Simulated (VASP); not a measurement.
Set up this calculation in VASP 6.6.1, as the native input.

```yaml
Task: relaxation of cell and atoms
Functional: PBE
Potentials_or_basis: VASP PAW PBE potentials, release 64 (Sc_sv, Bi_d, Te)
Cutoff: 600 eV
k_mesh: 4 × 4 × 2
Occupations: gaussian, width 0.1 eV
Spin: no spin polarisation
Dipole_correction: no
Further_INCAR_settings: ALGO = Normal; EDIFF = 1e-06; IBRION = 2; EDIFFG = -0.04; NSW = 90; ISIF = 3
```

The structure of ScBiTe3 lies in POSCAR:

```
ScBiTe3
1.0
    2.8667721800     -3.3882819400      0.0000000000
    2.8667721800      3.3882819400      0.0000000000
    0.0000000000      0.0000000000      9.4226739700
Sc Bi Te
1 1 3
Direct
    0.0000000000      0.0000000000      0.5000000000
    0.5000000000      0.5000000000      0.0000000000
    0.5000000000      0.5000000000      0.3389852100
    0.5000000000      0.5000000000      0.6610147900
    0.0000000000      0.0000000000      0.0000000000
```

The cell was generated, and may not be a known phase.

One way to write it, as run:

INCAR

```
PREC = Accurate ; ENCUT = 600
EDIFF = 1E-6 ; ISMEAR = 0
SIGMA = 0.1 ; LREAL = F
LASPH = T ; NELM = 60
ALGO = Normal ; ISIF = 3
LWAVE = F ; LCHARG = F
GGA = PE ; IBRION = 2
NSW = 90 ; EDIFFG = -0.04
```

KPOINTS

```
regular mesh
0
Gamma
  4 4 2
```

Potentials or basis: VASP PAW PBE potentials, release 64 (Sc_sv, Bi_d, Te).

Run with:

```sh
$ cat potpaw_PBE.64/Sc_sv/POTCAR potpaw_PBE.64/Bi_d/POTCAR potpaw_PBE.64/Te/POTCAR > POTCAR
$ mpirun -np 1 vasp_std > vasp.out
```

It gave:

* Relaxed volume: 33.12 Å³/atom
* Relaxed cell: a = 4.189 Å, b = 4.189 Å, c = 9.440 Å, α = 90.00°, β = 90.00°, γ = 90.09°
* Space group after relaxing (to 0.1 Å): P4/mmm (No. 123)
* Energy gained by relaxing: 151.8 meV/atom
* Ionic steps: 10
* Pressure after relaxing: 0.1 GPa
* Largest force after relaxing: 0.003 eV/Å
* Band gap on the k mesh: zero (bands 22 and 23 overlap by 1.00 eV)

Caveat: spin-orbit coupling is left out, which moves the levels of the heavy elements.

Run time: 7.9 min on 1 thread of Oxide Virtual Turin-like Processor, with other jobs on the host, peak memory 0.35 GiB.
